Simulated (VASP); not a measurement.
Wanted: the native input for a VASP 6.6.1 run.

```
Task                   : single point
Functional             : PBE
Potentials or basis    : VASP PAW PBE potentials, release 64 (Ga_d, Sb, As)
Cutoff                 : 520 eV
k mesh                 : 6 × 6 × 6
Occupations            : gaussian, width 0.1 eV
Spin                   : no spin polarisation
Dipole correction      : no
Further INCAR settings : ALGO = Normal; EDIFF = 1e-06; NBANDS = 36
```

The structure of Ga3SbAs2 lies in POSCAR:

```
Ga3SbAs2
1.0
   -1.9887365900      1.9887365900      8.4374947600
    1.9887365900     -1.9887365900      8.4374947600
    1.9887365900      1.9887365900     -8.4374947600
Ga Sb As
3 1 2
Direct
    0.6666666700      0.6666666700      0.0000000000
    0.3333333300      0.3333333300      0.0000000000
    0.0000000000      0.0000000000      0.0000000000
    0.7500000000      0.2500000000      0.5000000000
    0.4166666700      0.9166666700      0.5000000000
    0.0833333300      0.5833333300      0.5000000000
```

These files were run (other wordings do the same):

INCAR

```
PREC     = Accurate       # precision mode
ENCUT    = 520            # plane-wave cutoff, eV
EDIFF    = 1E-6           # SCF threshold, eV
ISMEAR   = 0              # smearing method
SIGMA    = 0.1            # smearing width, eV
LREAL    = False          # projectors in reciprocal space
LASPH    = True           # aspherical terms in the spheres
NELM     = 60             # most SCF steps
ALGO     = Normal         # electronic algorithm
ISIF     = 2              # what is computed and relaxed
LWAVE    = False          # write WAVECAR
LCHARG   = False          # write CHGCAR
GGA      = PE             # functional
NBANDS   = 36             # bands
```

KPOINTS

```
Automatic mesh
0
Gamma
  6 6 6
```

Potentials or basis: VASP PAW PBE potentials, release 64 (Ga_d, Sb, As).

The run is started by

```console
$ cat potpaw_PBE.64/Ga_d/POTCAR potpaw_PBE.64/Sb/POTCAR potpaw_PBE.64/As/POTCAR > POTCAR
$ mpirun -np 1 vasp_std > vasp.out
```

It gave:

- Pressure: 12.2 GPa
- Largest force: 1.798 eV/Å
- Band gap on the k mesh: 0.85 eV

Caveat: the cell stands under pressure; spin-orbit coupling is left out, which moves the levels of the heavy elements; forces of over 1 eV/Å act on the atoms, so gaps and moduli don't describe the material at rest.

Run time: 7.1 min on 1 thread of Intel(R) Xeon(R) Platinum 8559C (Emerald Rapids) (shared host), peak memory 0.73 GiB.
